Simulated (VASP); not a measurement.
Here is a VASP 6.6.1 calculation.

File INCAR:

```
  PREC = Accurate
  ENCUT = 600
  EDIFF = 1E-7
  ISMEAR = -1
  SIGMA = 0.1
  LREAL = False
  LASPH = True
  NELM = 100
  ALGO = Normal
  ISIF = 3
  LWAVE = False
  LCHARG = False
  GGA = PE
  IVDW = 12
  IBRION = 2
  NSW = 80
  EDIFFG = -0.002
  PSTRESS = 258.0
```

Contents of KPOINTS:

```
regular mesh
0
Gamma
  15 15 8
```

POSCAR

```
SnSe2
1.0
    3.5731514100      0.0000000000      0.0000000000
   -1.7865757050      3.0944398926      0.0000000000
    0.0000000000      0.0000000000      5.1718840940
Sn Se
1 2
Direct
    0.0000000000      0.0000000000      0.0000000000
    0.3333333333      0.6666666667      0.3053041698
    0.6666666667      0.3333333333      0.6946958302
```

Potentials or basis: VASP PAW PBE potentials, release 64 (Sn_d, Se).

Run with:

```sh
$ cat potpaw_PBE.64/Sn_d/POTCAR potpaw_PBE.64/Se/POTCAR > POTCAR
$ mpirun -np 1 vasp_std > vasp.out
```

Q: What does it give for the relaxed cell?

A: a = 3.572 Å, b = 3.572 Å, c = 5.155 Å, α = 90.00°, β = 90.00°, γ = 120.00°.

Q: Estimate the relaxed volume.

A: 18.99 Å³/atom.

Q: Predict the band gap on the k mesh.

A: Zero (band 13 reaches 9.15 eV, above the bottom of band 14 at 7.53 eV).

Step by step:
```tsv
step	energy change (eV)	largest force (eV/Å)	pressure (GPa)	volume (Å³)
1	0.0000	0.3020	25.95	57.19
2	-0.0298	0.0788	24.90	57.34
3	-0.0341	0.0419	24.72	57.36
4	0.0708	0.0182	26.45	56.70
5	0.0326	0.0041	25.83	56.94
6	0.0312	0.0049	25.80	56.95
7	0.0308	0.0067	25.81	56.95
8	0.0299	0.0106	25.84	56.95
9	0.0285	0.0188	25.88	56.96
10	0.0292	0.0143	25.85	56.96
11	0.0200	0.0019	25.65	57.02
12	0.0257	0.0082	25.78	56.98
13	0.0252	0.0073	25.76	56.98
14	0.0279	0.0001	25.81	56.97
```

Caveat: the cell is relaxed towards a set pressure, so the enthalpy falls and the energy may rise; spin-orbit coupling is left out, which moves the levels of the heavy elements; pairwise dispersion overbinds metals, which lowers pressure and volume.
